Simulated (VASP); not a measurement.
Si:

```
Si
1.0
     0.00000    2.73000    2.73000
     2.73000    0.00000    2.73000
     2.73000    2.73000    0.00000
Si
2
Direct
  0.00000 0.00000 0.00000
  0.25000 0.25000 0.25000
```

| Item | Value |
| --- | --- |
| Program | VASP 6.6.1 |
| Task | relaxation of cell and atoms |
| Functional | LDA |
| Potentials or basis | VASP PAW LDA potentials, release 64 (Si) |
| Cutoff | 600 eV |
| k mesh | 18 × 18 × 18 |
| Occupations | gaussian, width 0.02 eV |
| Spin | no spin polarisation |

At the start: pressure -2.8 GPa; volume 20.35 Å³/atom.

Problem. How do energy, volume and symmetry change on relaxing?

Solution. Over 3 steps the energy falls by 5.8 meV/atom and the volume is 19.72 Å³/atom (-3.1 %); space group Fd-3m (No. 227, to 0.05 Å).

The path:
```
step  energy change (eV)  largest force (eV/Å)  pressure (GPa)  volume (Å³)
   1              0.0000                0.0000           -2.84        40.69
   2             -0.0061                0.0000            2.15        38.60
   3             -0.0115                0.0000            0.00        39.43
```

Final structure:
```cif
data_structure
_symmetry_space_group_name_H-M 'P 1'
_symmetry_Int_Tables_number 1
_cell_length_a 3.8205
_cell_length_b 3.8205
_cell_length_c 3.8205
_cell_angle_alpha 60.000
_cell_angle_beta 60.000
_cell_angle_gamma 60.000
_cell_volume 39.43
loop_
_atom_site_label
_atom_site_type_symbol
_atom_site_fract_x
_atom_site_fract_y
_atom_site_fract_z
_atom_site_occupancy
Si1 Si 0.00000 0.00000 0.00000 1
Si2 Si 0.25000 0.25000 0.25000 1
```
